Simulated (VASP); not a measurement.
Here is a VASP 6.6.1 calculation.

File INCAR:

```
SYSTEM = Ca
PREC = Accurate
ENCUT = 520
EDIFF = 1E-6
ISMEAR = -1
SIGMA = 0.1
LREAL = .False.
LASPH = .True.
NELM = 100
ALGO = Normal
ISIF = 2
LWAVE = .False.
LCHARG = .False.
GGA = PE
NBANDS = 11
```

The input KPOINTS:

```
Automatic mesh
0
Gamma
  17 17 17
  0 0 0
```

The input POSCAR:

```
Ca
1.0
   -2.1921997140      2.1921997140      2.1921997140
    2.1921997140     -2.1921997140      2.1921997140
    2.1921997140      2.1921997140     -2.1921997140
Ca
1
Direct
    0.0000000000      0.0000000000      0.0000000000
```

Potentials or basis: VASP PAW PBE potentials, release 64 (Ca_sv).

The run is started by

```sh
$ cat potpaw_PBE.64/Ca_sv/POTCAR > POTCAR
$ mpirun -np 1 vasp_std > vasp.out
```

(1) Estimate the pressure.

(2) What does it give for the band gap on the k mesh?

Answers

(1) 0.0 GPa.

(2) zero (bands 5 and 6 overlap by 0.25 eV).
